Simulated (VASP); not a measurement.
Write the native input for VASP 6.6.1 that does the following.

| Quantity | Value |
| --- | --- |
| Task | single point |
| Functional | PBEsol |
| Potentials or basis | VASP PAW PBE potentials, release 64 (K_sv, Br) |
| Cutoff | 520 eV |
| k mesh | 6 × 6 × 6 |
| Occupations | gaussian, width 0.01 eV |
| Spin | non-collinear spin, zero start, spin-orbit coupling |
| Starting moments | [[0.0, 0.0, 0.0], [0.0, 0.0, 0.0]] μB |
| Dipole correction | no |
| Further INCAR settings | ALGO = Normal; EDIFF = 1e-06; NBANDS = 28 |

The structure of KBr lies in POSCAR:

```
KBr
1.0
    3.0171591557      3.0171591557      0.0000000000
   -3.0171591557      3.0171591557      0.0000000000
    0.0000000000      3.0171591557      3.0171591557
K Br
1 1
Direct
    0.0000000000      0.0000000000      0.0000000000
    0.5000000000      0.5000000000      0.0000000000
```

One way to write it, as run:

INCAR

```
PREC     = Accurate       # precision mode
ENCUT    = 520            # plane-wave cutoff, eV
EDIFF    = 1E-6           # SCF threshold, eV
ISMEAR   = 0              # smearing method
SIGMA    = 0.01           # smearing width, eV
LREAL    = False          # projectors in reciprocal space
LASPH    = True           # aspherical terms in the spheres
NELM     = 150            # most SCF steps
ALGO     = Normal         # electronic algorithm
ISIF     = 2              # what is computed and relaxed
LWAVE    = False          # write WAVECAR
LCHARG   = True           # write CHGCAR
MAGMOM   = 0 0 0 0 0 0    # initial moments
LORBIT   = 11             # projections on sites
LSORBIT  = True           # spin-orbit coupling
GGA_COMPAT= False        
LORBMOM  = True         
GGA      = PS             # functional
LVHAR    = True         
NBANDS   = 28             # bands
```

KPOINTS

```
Automatic mesh
0
Gamma
  6 6 6
```

Potentials or basis: VASP PAW PBE potentials, release 64 (K_sv, Br).

The run is started by

```console
$ cat potpaw_PBE.64/K_sv/POTCAR potpaw_PBE.64/Br/POTCAR > POTCAR
$ mpirun -np 1 vasp_ncl > vasp.out
```

Results of the run:

```json
{
 "Pressure": "7.2 GPa",
 "Net moment": "0.00 μB per cell",
 "Valence electrons inside the program's atomic spheres": "K 7.60; Br 4.93"
}
```

Caveat: the PAW data sets were made with another functional, which shifts forces and pressure a little.

It took 65 s on 1 thread of Intel(R) Xeon(R) Platinum 8259CL CPU @ 2.50GHz (Skylake/Cascade Lake), on a shared host, peak memory 0.31 GiB.
